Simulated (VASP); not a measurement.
Write the native input for VASP 6.6.1 that does the following.

* Task: relaxation of cell and atoms
* Functional: PBEsol
* Potentials or basis: VASP PAW PBE potentials, release 64 (Ga_d)
* Cutoff: 600 eV
* k mesh: 12 × 12 × 10
* Occupations: fermi-dirac, width 0.05 eV
* Spin: no spin polarisation
* Dipole correction: no
* Further INCAR settings: ALGO = Normal; EDIFF = 1e-06; IBRION = 2; EDIFFG = -0.005; NSW = 100; ISIF = 3

The structure of Ga lies in POSCAR:

```
Ga
1.0
    1.4500000000     -4.0650000000      0.0000000000
    1.4500000000      4.0650000000      0.0000000000
    0.0000000000      0.0000000000      3.1700000000
Ga
2
Direct
    0.8670000000      0.1330000000      0.2500000000
    0.1330000000      0.8670000000      0.7500000000
```

The input as run:

INCAR

```
PREC = Accurate
ENCUT = 600
EDIFF = 1E-6
ISMEAR = -1
SIGMA = 0.05
LREAL = F
LASPH = T
NELM = 100
ALGO = Normal
ISIF = 3
LWAVE = F
LCHARG = F
GGA = PS
IBRION = 2
NSW = 100
EDIFFG = -0.005
```

KPOINTS

```
Automatic mesh
0
Gamma
  12 12 10
```

Potentials or basis: VASP PAW PBE potentials, release 64 (Ga_d).

Launch:

```console
$ cat potpaw_PBE.64/Ga_d/POTCAR > POTCAR
$ mpirun -np 1 vasp_std > vasp.out
```

Results of the run:

```yaml
Relaxed_volume: 17.92 Å³/atom
Relaxed_cell: a = 4.350 Å, b = 4.350 Å, c = 3.201 Å, α = 90.00°, β = 90.00°, γ = 143.72°
Space_group_after_relaxing_to_0.1_Å: Cmcm (No. 63)
Energy_gained_by_relaxing: 21.7 meV/atom
Ionic_steps: 22
Pressure_after_relaxing: 0.0 GPa
Largest_force_after_relaxing: 0.004 eV/Å
Band_gap_on_the_k_mesh: zero (bands 13 and 14 overlap by 9.05 eV)
```

Caveat: the PAW data sets were made with another functional, which shifts forces and pressure a little.

Wall time 48 min on 1 thread of Intel Xeon 8259CL, with other jobs on the host, peak memory 0.33 GiB.
